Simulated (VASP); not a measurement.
# MnO (Fm-3m) in VASP: further runs

Runs on MnO. Level: PBE. Tasks: single point.

Everything below comes from runs of VASP 6.6.1. Logs are shortened: lines on timing, memory, paths and dates and some standing lists are left out, and cuts for length are marked.

### Step 1. The cell of the first run

The structure is cubic, space group Fm-3m (No. 225). The conventional cell has a = 4.502 Å, b = 4.502 Å, c = 4.502 Å, α = 90.00°, β = 90.00°, γ = 90.00°. Within 3.0 Å of Mn (site symmetry m-3m) lie 6 O at 2.25 Å. O (site symmetry m-3m) has 6 Mn at 2.25 Å within 3.0 Å.

### Step 2. Single point, PBE, collinear spin, ferromagnetic start (volume scaled by 1.04)

INCAR reads:

```
SYSTEM = MnO
PREC = Accurate
ENCUT = 520
EDIFF = 1E-7
ISMEAR = -1
SIGMA = 0.05
LREAL = .FALSE.
LASPH = .TRUE.
NELM = 150
ALGO = Normal
ISIF = 2
LWAVE = .FALSE.
LCHARG = .FALSE.
ISPIN = 2
MAGMOM = 5 0
LORBIT = 11
LMAXMIX = 4
GGA = PE
NBANDS = 20
```

KPOINTS reads:

```
Automatic mesh
0
G
  10 10 10
  0 0 0
```

POSCAR reads:

```
MnO
1.0
    0.0000000000      2.2512405296      2.2512405296
    2.2512405296      0.0000000000      2.2512405296
    2.2512405296      2.2512405296      0.0000000000
Mn O
1 1
Direct
    0.0000000000      0.0000000000      0.0000000000
    0.5000000000      0.5000000000      0.5000000000
```

Potentials or basis: VASP PAW PBE potentials, release 64 (Mn_pv, O).

Run with:

```console
$ cat potpaw_PBE.64/Mn_pv/POTCAR potpaw_PBE.64/O/POTCAR > POTCAR
$ mpirun -np 1 vasp_std > vasp.out
```

OUTCAR:

```text
SYSTEM = MnO
   PREC = Accurate
   ENCUT = 520
   EDIFF = 1E-7
   ISMEAR = -1
   LREAL = .FALSE.
   LASPH = .TRUE.
   NELM = 150
   ISIF = 2
   ISPIN = 2
   LORBIT = 11
   GGA = PE

 ion  position               nearest neighbor table
   1  0.000  0.000  0.000-   2 2.25   2 2.25   2 2.25   2 2.25   2 2.25   2 2.25
   2  0.500  0.500  0.500-   1 2.25   1 2.25   1 2.25   1 2.25   1 2.25   1 2.25

  LATTYP: Found a face centered cubic cell.
 ALAT       =     4.5024810592

  Lattice vectors:

 A1 = (   0.0000000000,   2.2512405296,   2.2512405296)
 A2 = (   2.2512405296,   0.0000000000,   2.2512405296)
 A3 = (   2.2512405296,   2.2512405296,   0.0000000000)

Analysis of symmetry for initial positions (statically):
=====================================================================
 Subroutine PRICEL returns:
 Original cell was already a primitive cell.

 Routine SETGRP: Setting up the symmetry group for a
 face centered cubic supercell.

 Subroutine GETGRP returns: Found 48 space group operations
 (whereof 48 operations were pure point group operations)
 out of a pool of 48 trial point group operations.

The static configuration has the point symmetry O_h .

Analysis of symmetry for dynamics (positions and initial velocities):
=====================================================================
 Subroutine PRICEL returns:
 Original cell was already a primitive cell.

 Routine SETGRP: Setting up the symmetry group for a
 face centered cubic supercell.

 Subroutine GETGRP returns: Found 48 space group operations
 (whereof 48 operations were pure point group operations)
 out of a pool of 48 trial point group operations.

The dynamic configuration has the point symmetry O_h .

Analysis of structural, dynamic, and magnetic symmetry:
=====================================================================
 Subroutine PRICEL returns:
 Original cell was already a primitive cell.

 Routine SETGRP: Setting up the symmetry group for a
 face centered cubic supercell.

 Subroutine GETGRP returns: Found 48 space group operations
 (whereof 48 operations were pure point group operations)
 out of a pool of 48 trial point group operations.

The overall configuration has the point symmetry O_h .

 Subroutine INISYM returns: Found 48 space group operations
 (whereof 48 operations are pure point group operations),
 and found     1 'primitive' translations

----------------------------------------------------------------------------------------

                                     Primitive cell

  volume of cell :      22.8190

  direct lattice vectors                    reciprocal lattice vectors
     0.000000000  2.251240530  2.251240530    -0.222099768  0.222099768  0.222099768
     2.251240530  0.000000000  2.251240530     0.222099768 -0.222099768  0.222099768
     2.251240530  2.251240530  0.000000000     0.222099768  0.222099768 -0.222099768

  length of vectors
     3.183734889  3.183734889  3.183734889     0.384688083  0.384688083  0.384688083

  position of ions in fractional coordinates (direct lattice)
     0.000000000  0.000000000  0.000000000
     0.500000000  0.500000000  0.500000000

  ion indices of the primitive-cell ions
   primitive index   ion index
                 1           1
                 2           2

----------------------------------------------------------------------------------------

 KPOINTS: Automatic mesh

Automatic generation of k-mesh.
 Grid dimensions read from file:
 generate k-points for:   10   10   10

 Generating k-lattice:

  Cartesian coordinates                     Fractional coordinates (reciprocal lattice)
    -0.022209977  0.022209977  0.022209977     0.100000000  0.000000000  0.000000000
     0.022209977 -0.022209977  0.022209977     0.000000000  0.100000000  0.000000000
     0.022209977  0.022209977 -0.022209977     0.000000000  0.000000000  0.100000000

  Length of vectors
     0.038468808  0.038468808  0.038468808

  Shift w.r.t. Gamma in fractional coordinates (k-lattice)
     0.000000000  0.000000000  0.000000000

 Subroutine IBZKPT returns following result:
 ===========================================

 Found     47 irreducible k-points:

 Following reciprocal coordinates:
            Coordinates               Weight
  0.000000  0.000000  0.000000      1.000000
  0.100000  0.000000  0.000000      8.000000
  0.200000  0.000000  0.000000      8.000000
  0.300000  0.000000  0.000000      8.000000
  0.400000  0.000000  0.000000      8.000000
  0.500000  0.000000  0.000000      4.000000
[... 16 lines left out ...]
  0.300000  0.300000  0.000000      6.000000
  0.400000  0.300000  0.000000     24.000000
 [... further k-points ...]
   k-points           NKPTS =     47   k-points in BZ     NKDIM =     47   number of bands    NBANDS=     20
   number of dos      NEDOS =    301   number of ions     NIONS =      2
   total plane-waves  NPLWV =  13824
   dimension x,y,z NGX =    24 NGY =   24 NGZ =   24
   dimension x,y,z NGXF=    48 NGYF=   48 NGZF=   48
   ions per type =               1   1
   NGX,Y,Z   is equivalent  to a cutoff of  12.53, 12.53, 12.53 a.u.
   NGXF,Y,Z  is equivalent  to a cutoff of  25.06, 25.06, 25.06 a.u.
 SYSTEM =  MnO
   PREC   = accura    normal or accurate (medium, high low for compatibility)
   ISTART =      0    job   : 0-new  1-cont  2-samecut
   ICHARG =      2    charge: 1-file 2-atom 10-const
   ISPIN  =      2    spin polarized calculation?
   LNONCOLLINEAR =      F non collinear calculations
   LSORBIT =      F    spin-orbit coupling
   LASPH  =      T    aspherical Exc in radial PAW
   ENCUT  =  520.0 eV  38.22 Ry    6.18 a.u.   5.92  5.92  5.92*2*pi/ulx,y,z
   NELM   =    150;   NELMIN=  2; NELMDL= -5     # of ELM steps
   EDIFF  = 0.1E-06   stopping-criterion for ELM
   LREAL  =      F    real-space projection
   EDIFFG = 0.1E-05   stopping-criterion for IOM
   NSW    =      0    number of steps for IOM
   IBRION =     -1    ionic relax: 0-MD 1-quasi-New 2-CG
   NFREE  =      0    steps in history (QN), initial steepest desc. (CG)
   ISIF   =      2    stress and relaxation
   ISYM   =      2    0-nonsym 1-usesym 2-fastsym
   POTIM  = 0.5000    time-step for ionic-motion
   TEBEG  =    0.0;   TEEND  =   0.0 temperature during run
   PSTRESS=    0.0 pullay stress
   NELECT =      19.0000    total number of electrons
   NUPDOWN=      -1.0000    fix difference up-down
   EMIN   =  10.00;   EMAX   =-10.00  energy-range for DOS
   EFERMI =   0.00;   METHOD = LEGACY
   ISMEAR =    -1;   SIGMA  =   0.05  broadening in eV -4-tet -1-fermi 0-gaus
   EFERMI_NEDOS =   21; number of points for ismear=-14 and -15
   IALGO  =     38    algorithm
   IMIX   =      4    mixing-type and parameters
     AMIX     =   0.40;   BMIX     =  1.00
     AMIX_MAG =   1.60;   BMIX_MAG =  1.00
  volume/ion in A,a.u.               =      11.41        76.99
  Fermi-wavevector in a.u.,A,eV,Ry     =   1.540142  2.910447 32.273533  2.372038
  Thomas-Fermi vector in A             =   2.646271
   LORBIT       =     11    0 simple, 1 ext, 2 COOP (PROOUT), +10 PAW based schemes
   GGA     = PE    functional components
   LHFCALC =     F    Hartree Fock is set to
   AEXX    =    0.0000 exact exchange contribution
   IVDW    =     0    specifies the selected vdW correction
   LEPSILON=     F    determine dielectric tensor
   LRPA    =     F    only Hartree local field effects (RPA)
 spin polarized calculation
  energy-cutoff  :      520.00
  volume of cell :       22.82
 maximum number of plane-waves:       636
   NGX = 11   NGY = 11   NGZ = 11

 number of electron      18.9999993 magnetization       4.8430982

 Free energy of the ion-electron system (eV)
  ---------------------------------------------------
  ext. energy  EPLUGINS =         0.00000000
  ---------------------------------------------------
  free energy    TOTEN  =       -16.39631092 eV

  energy without entropy =      -16.38961094  energy(sigma->0) =      -16.39296093

 E-fermi :   7.0237     XC(G=0): -11.6472

 val. band max:        6.9937484533   @ k =   0.4000   0.0000   0.0000
 cond. band min:       7.0417493550   @ k =   0.5000   0.4000   0.1000
 fundamental gap:      0.0480009017
 Fermi energy:         7.0237230314

 spin component 1

 k-point     1 :       0.0000    0.0000    0.0000
  band No.  band energies     occupation
      1     -43.3201      1.00000
      2     -43.3201      1.00000
      3     -43.3201      1.00000
      4     -12.8666      1.00000
      5       3.5112      1.00000
      6       3.5112      1.00000
[... 12 lines left out ...]
     19      26.1207      0.00000
     20      26.1207      0.00000

 k-point     2 :       0.1000    0.0000    0.0000
  band No.  band energies     occupation
      1     -43.3252      1.00000
      2     -43.3208      1.00000
      3     -43.3208      1.00000
      4     -12.7878      1.00000
      5       2.6336      1.00000
      6       2.9587      1.00000
[... 12 lines left out ...]
     19      25.6111      0.00000
     20      27.3184      0.00000

 k-point     3 :       0.2000    0.0000    0.0000
  band No.  band energies     occupation
      1     -43.3386      1.00000
      2     -43.3226      1.00000
      3     -43.3226      1.00000
      4     -12.5742      1.00000
      5       1.3457      1.00000
      6       2.2529      1.00000
[... 12 lines left out ...]
     19      25.6634      0.00000
     20      29.6152      0.00000

 k-point     4 :       0.3000    0.0000    0.0000
  band No.  band energies     occupation
      1     -43.3551      1.00000
      2     -43.3248      1.00000
      3     -43.3248      1.00000
      4     -12.2939      1.00000
      5       0.1978      1.00000
      6       1.6924      1.00000
[... 429 lines left out ...]
 k-point    23 :       0.3000    0.3000    0.0000
  band No.  band energies     occupation
      1     -43.3523      1.00000
      2     -43.3331      1.00000
      3     -43.3331      1.00000
      4     -12.2317      1.00000
      5       0.2868      1.00000
      6       2.5125      1.00000
[... 12 lines left out ...]
     19      31.5684      0.00000
     20      31.9514      0.00000

 k-point    24 :       0.4000    0.3000    0.0000
  band No.  band energies     occupation
      1     -43.3594      1.00000
      2     -43.3368      1.00000
      3     -43.3353      1.00000
      4     -12.0988      1.00000
      5       0.1998      1.00000
      6       2.0240      1.00000
[... 12 lines left out ...]
     19      31.1140      0.00000
     20      33.0214      0.00000

 [... further k-points ...]

 spin component 2

 k-point     1 :       0.0000    0.0000    0.0000
  band No.  band energies     occupation
      1     -38.5930      1.00000
      2     -38.5929      1.00000
      3     -38.5929      1.00000
      4     -12.4287      1.00000
      5       3.8950      1.00000
      6       3.8950      1.00000
[... 12 lines left out ...]
     19      28.4848      0.00000
     20      28.4848      0.00000

 k-point     2 :       0.1000    0.0000    0.0000
  band No.  band energies     occupation
      1     -38.5996      1.00000
      2     -38.5938      1.00000
      3     -38.5937      1.00000
      4     -12.3524      1.00000
      5       3.3003      1.00000
      6       3.7140      1.00000
[... 12 lines left out ...]
     19      27.5878      0.00000
     20      29.3649      0.00000

 k-point     3 :       0.2000    0.0000    0.0000
  band No.  band energies     occupation
      1     -38.6168      1.00000
      2     -38.5959      1.00000
      3     -38.5958      1.00000
      4     -12.1459      1.00000
      5       2.1559      1.00000
      6       3.3062      1.00000
[... 12 lines left out ...]
     19      27.2691      0.00000
     20      31.2671      0.00000

 k-point     4 :       0.3000    0.0000    0.0000
  band No.  band energies     occupation
      1     -38.6381      1.00000
      2     -38.5985      1.00000
      3     -38.5985      1.00000
      4     -11.8761      1.00000
      5       1.0680      1.00000
      6       2.8877      1.00000
[... 429 lines left out ...]
 k-point    23 :       0.3000    0.3000    0.0000
  band No.  band energies     occupation
      1     -38.6339      1.00000
      2     -38.6092      1.00000
      3     -38.6092      1.00000
      4     -11.8103      1.00000
      5       1.1351      1.00000
      6       3.1496      1.00000
[... 12 lines left out ...]
     19      32.6325      0.00000
     20      32.8115      0.00000

 k-point    24 :       0.4000    0.3000    0.0000
  band No.  band energies     occupation
      1     -38.6428      1.00000
      2     -38.6139      1.00000
      3     -38.6119      1.00000
      4     -11.6798      1.00000
      5       0.9722      1.00000
      6       2.8079      1.00000
[... 12 lines left out ...]
     19      32.1402      0.00000
     20      34.0619      0.00000

 [... further k-points ...]

------------------------ aborting loop because EDIFF is reached ----------------------------------------

  FORCE on cell =-STRESS in cart. coord.  units (eV):
  Direction    XX          YY          ZZ          XY          YZ          ZX
  --------------------------------------------------------------------------------------
  -------------------------------------------------------------------------------------
  Total       -0.5961580     -0.5961580     -0.5961580      0.0000000     -0.0000000      0.0000000
  in kB      -41.8577904    -41.8577904    -41.8577904      0.0000000     -0.0000000      0.0000000
  external PRESSURE =     -41.8577904 kB  Pullay stress =       0.0000000 kB

 VOLUME and BASIS-vectors are now :
 -----------------------------------------------------------------------------
  energy-cutoff  :      520.00
  volume of cell :       22.82
      direct lattice vectors                 reciprocal lattice vectors
     0.000000000  2.251240530  2.251240530    -0.222099768  0.222099768  0.222099768
     2.251240530  0.000000000  2.251240530     0.222099768 -0.222099768  0.222099768
     2.251240530  2.251240530  0.000000000     0.222099768  0.222099768 -0.222099768

 POSITION                                       TOTAL-FORCE (eV/Angst)
 -----------------------------------------------------------------------------------
      0.00000      0.00000      0.00000         0.000000      0.000000      0.000000
      2.25124      2.25124      2.25124        -0.000000     -0.000000     -0.000000
 -----------------------------------------------------------------------------------
    total drift:                                0.000000     -0.000000     -0.000000

  FREE ENERGIE OF THE ION-ELECTRON SYSTEM (eV)
  ---------------------------------------------------
  free  energy   TOTEN  =       -16.3963109188 eV

  energy  without entropy=      -16.3896109387  energy(sigma->0) =      -16.39296093

 total charge

# of ion       s       p       d       tot
------------------------------------------
    1        0.197   6.164   4.955  11.316
    2        1.560   3.401   0.000   4.961
--------------------------------------------------
tot          1.757   9.565   4.955  16.277

 magnetization (x)

# of ion       s       p       d       tot
------------------------------------------
    1        0.034   0.025   4.330   4.389
    2        0.029   0.174   0.000   0.203
--------------------------------------------------
tot          0.063   0.199   4.330   4.593
```

It took 26 s on 1 thread of Intel Xeon Platinum 8259CL at 2.50GHz (Skylake/Cascade Lake), shared host; peak memory 0.17 GiB.

What came out:

| Item | Value |
| --- | --- |
| Free energy | -16.3963 eV |
| Pressure | -4.2 GPa |
| Net moment | 4.84 μB per cell |
| Site moments | Mn +4.39; O +0.20 μB |
| Valence electrons inside the program's atomic spheres | Mn 11.32; O 4.96 |

Levels at points of the mesh, in eV from the Fermi level:
Spin up:
| k point | band 9 | band 10 | band 11 | band 12 | band 13 | band 14 | band 15 | band 16 |
| --- | --- | --- | --- | --- | --- | --- | --- | --- |
| (0.00, 0.00, 0.00) | -3.13 | -3.13 | -2.64 | -2.64 | -0.62 | 13.92 | 16.08 | 16.08 |
| (0.50, 0.00, 0.00) | -2.30 | -1.87 | 0.15 | 0.15 | 3.46 | 7.47 | 11.68 | 11.68 |
| (0.50, 0.50, 0.00) | -2.24 | -2.05 | -2.05 | -1.95 | 4.81 | 7.68 | 10.26 | 13.31 |
Spin down:
```
           k point  band 3  band 4  band 5  band 6  band 7  band 8  band 9  band 10  band 11  band 12
(0.00, 0.00, 0.00)  -45.62  -19.45   -3.13   -3.13   -3.13    0.72    0.90     0.90     0.90     1.48
(0.50, 0.00, 0.00)  -45.63  -18.57   -6.99   -4.53   -4.53    2.00    2.05     2.05     3.61     3.61
(0.50, 0.50, 0.00)  -45.64  -18.59   -6.08   -4.07   -4.07   -0.59    2.03     2.17     2.46     2.46
```

Caveat: a cell with one magnetic atom can't hold antiferromagnetic order, which such compounds often take; semilocal functionals often make such compounds metallic where correlation or magnetic order opens a gap, which also shifts bond lengths.

(Part 1 of 2 ends here.)
